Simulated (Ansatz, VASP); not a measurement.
NaMoH4 in VASP and in Ansatz

```
Na H Mo
1.0
     3.01935    0.00000    0.00000
    -1.50968    2.61484    0.00000
     0.00000    0.00000    6.36060
Na H Mo
1 4 1
Direct
  0.00000 0.00000 0.00000
  0.33333 0.66667 0.33892
  0.33333 0.66667 0.66108
  0.66667 0.33333 0.33892
  0.66667 0.33333 0.66108
  0.00000 0.00000 0.50000
```

Alike in both runs: functional PBE; k mesh 15 × 15 × 6; occupations gaussian, width 0.1 eV; no spin polarisation.

Ansatz relaxed the structure, and its values are those at the end. VASP's run is a single point on that final structure, the one shown.

|  | VASP | Ansatz |
| --- | --- | --- |
| version | VASP 6.6.1 | Ansatz 0.2.0 |
| potentials or method | VASP PAW PBE potentials, release 64 (Na_pv, H, Mo_sv), cutoff 520 eV | scalar-relativistic, plane waves, PAW |
| valence electrons in the cell | 25 | 27 |

|  | VASP | Ansatz | Ansatz less VASP |
| --- | --- | --- | --- |
| gap on the k mesh at the Fermi level (eV) | none | none | - |
| pressure (GPa) | 0.0 | 0.0 | -0.02 |

A gap of «none» marks a metal or a gap that the smearing closes. The functional is the same, so the differences come from potentials, cutoffs and numerics. VASP's potentials hold 25 valence electrons a cell and Ansatz's 27, so a difference there can come from the potentials and not from the codes.
